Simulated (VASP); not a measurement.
# Rh (Fm-3m) in VASP: a series of runs

The runs below take Rh through single point, with PBEsol.

All numbers are computed with VASP 6.6.1; they aren't measurements. Logs are shortened: lines on timing, memory, paths and dates and some standing lists are left out, and cuts for length are marked.

**1. The cell of the first run**

It takes space group Fm-3m (No. 225, cubic). Conventional cell: a = 3.258 Å, b = 3.258 Å, c = 3.258 Å, α = 90.00°, β = 90.00°, γ = 90.00°. Rh (site symmetry m-3m) has 12 Rh at 2.30 Å within 3.0 Å.

**2. Single point, PBEsol (volume scaled by 0.64)**

The input, INCAR:

```
SYSTEM = Rh
PREC = Accurate
ENCUT = 520
EDIFF = 1E-7
ISMEAR = -1
SIGMA = 0.05
LREAL = .False.
LASPH = .True.
NELM = 100
ALGO = Normal
ISIF = 2
LWAVE = .False.
LCHARG = .False.
GGA = PS
NBANDS = 14
```

The input, KPOINTS:

```
regular mesh
0
Gamma
  17 17 17
  0 0 0
```

The input, POSCAR:

```
Rh
1.0
    0.0000000000      1.6287519696      1.6287519696
    1.6287519696      0.0000000000      1.6287519696
    1.6287519696      1.6287519696      0.0000000000
Rh
1
Direct
    0.0000000000      0.0000000000      0.0000000000
```

Potentials or basis: VASP PAW PBE potentials, release 64 (Rh_pv).

Run with:

```
> cat potpaw_PBE.64/Rh_pv/POTCAR > POTCAR
> mpirun -np 1 vasp_std > vasp.out
```

OUTCAR:

```text
SYSTEM = Rh
   PREC = Accurate
   ENCUT = 520
   EDIFF = 1E-7
   ISMEAR = -1
   LREAL = .False.
   LASPH = .True.
   NELM = 100
   ISIF = 2
   GGA = PS

 ion  position               nearest neighbor table
   1  0.000  0.000  0.000-

  LATTYP: Found a face centered cubic cell.
 ALAT       =     3.2575039392

  Lattice vectors:

 A1 = (   0.0000000000,   1.6287519696,   1.6287519696)
 A2 = (   1.6287519696,   0.0000000000,   1.6287519696)
 A3 = (   1.6287519696,   1.6287519696,   0.0000000000)

Analysis of symmetry for initial positions (statically):
=====================================================================
 Subroutine PRICEL returns:
 Original cell was already a primitive cell.

 Routine SETGRP: Setting up the symmetry group for a
 face centered cubic supercell.

 Subroutine GETGRP returns: Found 48 space group operations
 (whereof 48 operations were pure point group operations)
 out of a pool of 48 trial point group operations.

The static configuration has the point symmetry O_h .

Analysis of symmetry for dynamics (positions and initial velocities):
=====================================================================
 Subroutine PRICEL returns:
 Original cell was already a primitive cell.

 Routine SETGRP: Setting up the symmetry group for a
 face centered cubic supercell.

 Subroutine GETGRP returns: Found 48 space group operations
 (whereof 48 operations were pure point group operations)
 out of a pool of 48 trial point group operations.

The dynamic configuration has the point symmetry O_h .

 Subroutine INISYM returns: Found 48 space group operations
 (whereof 48 operations are pure point group operations),
 and found     1 'primitive' translations

----------------------------------------------------------------------------------------

                                     Primitive cell

  volume of cell :       8.6416

  direct lattice vectors                    reciprocal lattice vectors
     0.000000000  1.628751970  1.628751970    -0.306983512  0.306983512  0.306983512
     1.628751970  0.000000000  1.628751970     0.306983512 -0.306983512  0.306983512
     1.628751970  1.628751970  0.000000000     0.306983512  0.306983512 -0.306983512

  length of vectors
     2.303403125  2.303403125  2.303403125     0.531711040  0.531711040  0.531711040

  position of ions in fractional coordinates (direct lattice)
     0.000000000  0.000000000  0.000000000

  ion indices of the primitive-cell ions
   primitive index   ion index
                 1           1

----------------------------------------------------------------------------------------

 KPOINTS: regular mesh

Automatic generation of k-mesh.
 Grid dimensions read from file:
 generate k-points for:   17   17   17

 Generating k-lattice:

  Cartesian coordinates                     Fractional coordinates (reciprocal lattice)
    -0.018057854  0.018057854  0.018057854     0.058823529  0.000000000  0.000000000
     0.018057854 -0.018057854  0.018057854     0.000000000  0.058823529  0.000000000
     0.018057854  0.018057854 -0.018057854     0.000000000  0.000000000  0.058823529

  Length of vectors
     0.031277120  0.031277120  0.031277120

  Shift w.r.t. Gamma in fractional coordinates (k-lattice)
     0.000000000  0.000000000  0.000000000

 Subroutine IBZKPT returns following result:
 ===========================================

 Found    165 irreducible k-points:

 Following reciprocal coordinates:
            Coordinates               Weight
  0.000000  0.000000  0.000000      1.000000
  0.058824  0.000000  0.000000      8.000000
  0.117647  0.000000  0.000000      8.000000
  0.176471  0.000000  0.000000      8.000000
  0.235294  0.000000  0.000000      8.000000
  0.294118  0.000000  0.000000      8.000000
[... 16 lines left out ...]
 -0.176471  0.058824  0.000000     24.000000
 -0.117647  0.058824  0.000000     24.000000
 [... further k-points ...]
   k-points           NKPTS =    165   k-points in BZ     NKDIM =    165   number of bands    NBANDS=     14
   number of dos      NEDOS =    301   number of ions     NIONS =      1
   total plane-waves  NPLWV =   5832
   dimension x,y,z NGX =    18 NGY =   18 NGZ =   18
   dimension x,y,z NGXF=    36 NGYF=   36 NGZF=   36
   ions per type =               1
   NGX,Y,Z   is equivalent  to a cutoff of  12.99, 12.99, 12.99 a.u.
   NGXF,Y,Z  is equivalent  to a cutoff of  25.98, 25.98, 25.98 a.u.
 SYSTEM =  Rh
   PREC   = accura    normal or accurate (medium, high low for compatibility)
   ISTART =      0    job   : 0-new  1-cont  2-samecut
   ICHARG =      2    charge: 1-file 2-atom 10-const
   ISPIN  =      1    spin polarized calculation?
   LNONCOLLINEAR =      F non collinear calculations
   LSORBIT =      F    spin-orbit coupling
   LASPH  =      T    aspherical Exc in radial PAW
   ENCUT  =  520.0 eV  38.22 Ry    6.18 a.u.   4.28  4.28  4.28*2*pi/ulx,y,z
   NELM   =    100;   NELMIN=  2; NELMDL= -5     # of ELM steps
   EDIFF  = 0.1E-06   stopping-criterion for ELM
   LREAL  =      F    real-space projection
   EDIFFG = 0.1E-05   stopping-criterion for IOM
   NSW    =      0    number of steps for IOM
   IBRION =     -1    ionic relax: 0-MD 1-quasi-New 2-CG
   NFREE  =      0    steps in history (QN), initial steepest desc. (CG)
   ISIF   =      2    stress and relaxation
   ISYM   =      2    0-nonsym 1-usesym 2-fastsym
   POTIM  = 0.5000    time-step for ionic-motion
   TEBEG  =    0.0;   TEEND  =   0.0 temperature during run
   PSTRESS=    0.0 pullay stress
   NELECT =      15.0000    total number of electrons
   NUPDOWN=      -1.0000    fix difference up-down
   EMIN   =  10.00;   EMAX   =-10.00  energy-range for DOS
   EFERMI =   0.00;   METHOD = LEGACY
   ISMEAR =    -1;   SIGMA  =   0.05  broadening in eV -4-tet -1-fermi 0-gaus
   EFERMI_NEDOS =   21; number of points for ismear=-14 and -15
   IALGO  =     38    algorithm
   IMIX   =      4    mixing-type and parameters
     AMIX     =   0.40;   BMIX     =  1.00
     AMIX_MAG =   1.60;   BMIX_MAG =  1.00
  volume/ion in A,a.u.               =       8.64        58.32
  Fermi-wavevector in a.u.,A,eV,Ry     =   1.967465  3.717969 52.667032  3.870918
  Thomas-Fermi vector in A             =   2.990938
   LORBIT       =      0    0 simple, 1 ext, 2 COOP (PROOUT), +10 PAW based schemes
   GGA     = PS    functional components
   LHFCALC =     F    Hartree Fock is set to
   AEXX    =    0.0000 exact exchange contribution
   IVDW    =     0    specifies the selected vdW correction
   LEPSILON=     F    determine dielectric tensor
   LRPA    =     F    only Hartree local field effects (RPA)
 non-spin polarized calculation
  energy-cutoff  :      520.00
  volume of cell :        8.64
 maximum number of plane-waves:       259
 NGX is ok and might be reduce to    18
   NGX =  9   NGY =  9   NGZ =  9

 number of electron      15.0000004 magnetization

 Free energy of the ion-electron system (eV)
  ---------------------------------------------------
  ext. energy  EPLUGINS =         0.00000000
  ---------------------------------------------------
  free energy    TOTEN  =        -4.23513264 eV

  energy without entropy =       -4.23141842  energy(sigma->0) =       -4.23327553

 E-fermi :  22.6367     XC(G=0): -17.4145

 val. band max:       22.6295269848   @ k =   0.3529   0.0588   0.0000
 cond. band min:      22.6924219423   @ k =  -0.2941   0.2941   0.1176
 fundamental gap:      0.0628949575
 Fermi energy:        22.6366789096

 k-point     1 :       0.0000    0.0000    0.0000
  band No.  band energies     occupation
      1     -24.5806      2.00000
      2     -24.5806      2.00000
      3     -24.5806      2.00000
      4      11.0589      2.00000
      5      16.3099      2.00000
      6      16.3099      2.00000
      7      16.3099      2.00000
      8      20.6156      2.00000
      9      20.6156      2.00000
     10      36.7306      0.00000
     11      41.7084      0.00000
     12      45.2616      0.00000
     13      45.2616      0.00000
     14      45.2616      0.00000

 k-point     2 :       0.0588    0.0000    0.0000
  band No.  band energies     occupation
      1     -24.7037      2.00000
      2     -24.5951      2.00000
      3     -24.5951      2.00000
      4      11.2905      2.00000
      5      16.1761      2.00000
      6      16.4146      2.00000
      7      16.4146      2.00000
      8      20.5301      2.00000
      9      20.5301      2.00000
     10      37.1689      0.00000
     11      41.7083      0.00000
     12      44.3606      0.00000
     13      45.6715      0.00000
     14      45.6715      0.00000

 k-point     3 :       0.1176    0.0000    0.0000
  band No.  band energies     occupation
      1     -25.0509      2.00000
      2     -24.6366      2.00000
      3     -24.6366      2.00000
      4      11.9011      2.00000
      5      15.8962      2.00000
      6      16.6828      2.00000
      7      16.6828      2.00000
      8      20.3465      2.00000
      9      20.3465      2.00000
     10      38.3413      0.00000
     11      41.7041      0.00000
     12      42.6422      0.00000
     13      46.8597      0.00000
     14      46.8597      0.00000

 k-point     4 :       0.1765    0.0000    0.0000
  band No.  band energies     occupation
      1     -25.5622      2.00000
      2     -24.6989      2.00000
      3     -24.6989      2.00000
      4      12.5439      2.00000
      5      15.8888      2.00000
      6      16.9557      2.00000
      7      16.9557      2.00000
      8      20.2827      2.00000
      9      20.2827      2.00000
     10      39.3725      0.00000
     11      41.5414      0.00000
     12      41.7497      0.00000
     13      48.7194      0.00000
     14      48.7194      0.00000

 k-point     5 :       0.2353    0.0000    0.0000
  band No.  band energies     occupation
      1     -26.1565      2.00000
      2     -24.7733      2.00000
      3     -24.7733      2.00000
      4      12.6576      2.00000
      5      16.7575      2.00000
      6      17.0039      2.00000
      7      17.0039      2.00000
      8      20.6173      2.00000
      9      20.6173      2.00000
     10      38.4666      0.00000
     11      41.7046      0.00000
[... 276 lines left out ...]
 k-point    22 :      -0.2353    0.0588    0.0000
  band No.  band energies     occupation
      1     -26.3640      2.00000
      2     -24.9260      2.00000
      3     -24.7608      2.00000
      4      12.7814      2.00000
      5      16.5771      2.00000
      6      17.0870      2.00000
      7      17.2105      2.00000
      8      20.1259      2.00000
      9      21.8319      2.00000
     10      38.4374      0.00000
     11      41.7063      0.00000
     12      43.3328      0.00000
     13      50.5497      0.00000
     14      52.8682      0.00000

 k-point    23 :      -0.1765    0.0588    0.0000
  band No.  band energies     occupation
      1     -25.7816      2.00000
      2     -24.8387      2.00000
      3     -24.6874      2.00000
      4      12.8743      2.00000
      5      15.6996      2.00000
      6      17.1261      2.00000
      7      17.1663      2.00000
      8      19.6940      2.00000
      9      21.0508      2.00000
     10      39.6277      0.00000
     11      41.6847      0.00000
     12      41.9095      0.00000
     13      48.4411      0.00000
     14      50.4324      0.00000

 k-point    24 :      -0.1176    0.0588    0.0000
  band No.  band energies     occupation
      1     -25.2566      2.00000
      2     -24.7497      2.00000
      3     -24.6305      2.00000
      4      12.3344      2.00000
      5      15.5962      2.00000
      6      16.8527      2.00000
      7      16.9933      2.00000
      8      19.8254      2.00000
      9      20.7073      2.00000
     10      39.1786      0.00000
     11      41.6932      0.00000
     12      42.1065      0.00000
     13      46.7289      0.00000
     14      48.2566      0.00000

 [... further k-points ...]

------------------------ aborting loop because EDIFF is reached ----------------------------------------

  FORCE on cell =-STRESS in cart. coord.  units (eV):
  Direction    XX          YY          ZZ          XY          YZ          ZX
  --------------------------------------------------------------------------------------
  -------------------------------------------------------------------------------------
  Total       21.3769347     21.3769347     21.3769347      0.0000000      0.0000000      0.0000000
  in kB     3963.3384037   3963.3384037   3963.3384037      0.0000000      0.0000000      0.0000000
  external PRESSURE =    3963.3384037 kB  Pullay stress =       0.0000000 kB

 VOLUME and BASIS-vectors are now :
 -----------------------------------------------------------------------------
  energy-cutoff  :      520.00
  volume of cell :        8.64
      direct lattice vectors                 reciprocal lattice vectors
     0.000000000  1.628751970  1.628751970    -0.306983512  0.306983512  0.306983512
     1.628751970  0.000000000  1.628751970     0.306983512 -0.306983512  0.306983512
     1.628751970  1.628751970  0.000000000     0.306983512  0.306983512 -0.306983512

 POSITION                                       TOTAL-FORCE (eV/Angst)
 -----------------------------------------------------------------------------------
      0.00000      0.00000      0.00000         0.000000      0.000000      0.000000
 -----------------------------------------------------------------------------------
    total drift:                               -0.000000     -0.000000     -0.000000

  FREE ENERGIE OF THE ION-ELECTRON SYSTEM (eV)
  ---------------------------------------------------
  free  energy   TOTEN  =        -4.2351326413 eV

  energy  without entropy=       -4.2314184179  energy(sigma->0) =       -4.23327553
```

It took 30 s on 1 thread of Intel Xeon 8259CL, shared host; peak memory 0.14 GiB.

Results:

| Item | Value |
| --- | --- |
| Free energy | -4.2351 eV |
| Pressure | 396.3 GPa |

Caveat: the PAW data sets were made with another functional, which shifts forces and pressure a little.

**3. Single point, PBEsol (volume scaled by 0.72)**

The input, INCAR:

```
SYSTEM = Rh
ALGO = Normal
EDIFF = 1E-7
ENCUT = 520
GGA = PS
ISIF = 2
ISMEAR = -1
LASPH = .True.
LCHARG = .True.
LELF = .True.
LREAL = .False.
LVHAR = .True.
LWAVE = .False.
NBANDS = 14
NELM = 60
PREC = Accurate
SIGMA = 0.05
```

The input, KPOINTS:

```
k-points
0
Gamma
  17 17 17
  0 0 0
```

The input, POSCAR:

```
Rh
1.0
    0.0000000000      1.6939703119      1.6939703119
    1.6939703119      0.0000000000      1.6939703119
    1.6939703119      1.6939703119      0.0000000000
Rh
1
Direct
    0.0000000000      0.0000000000      0.0000000000
```

Potentials or basis: VASP PAW PBE potentials, release 64 (Rh_pv).

Run with:

```
> cat potpaw_PBE.64/Rh_pv/POTCAR > POTCAR
> mpirun -np 1 vasp_std > vasp.out
```

It took 30 s on 1 thread of Intel Xeon 8259CL, shared host; peak memory 0.13 GiB.

The run converged. Its results:

* Free energy: -6.2615 eV
* Pressure: 220.0 GPa

Levels at points of the mesh, in eV from the Fermi level:
```csv
k point,band 4,band 5,band 6,band 7,band 8,band 9,band 10,band 11
"(0.00, 0.00, 0.00)",-10.73,-5.29,-5.29,-5.29,-1.68,-1.68,14.88,19.41
```

Caveat: the PAW data sets were made with another functional, which shifts forces and pressure a little.
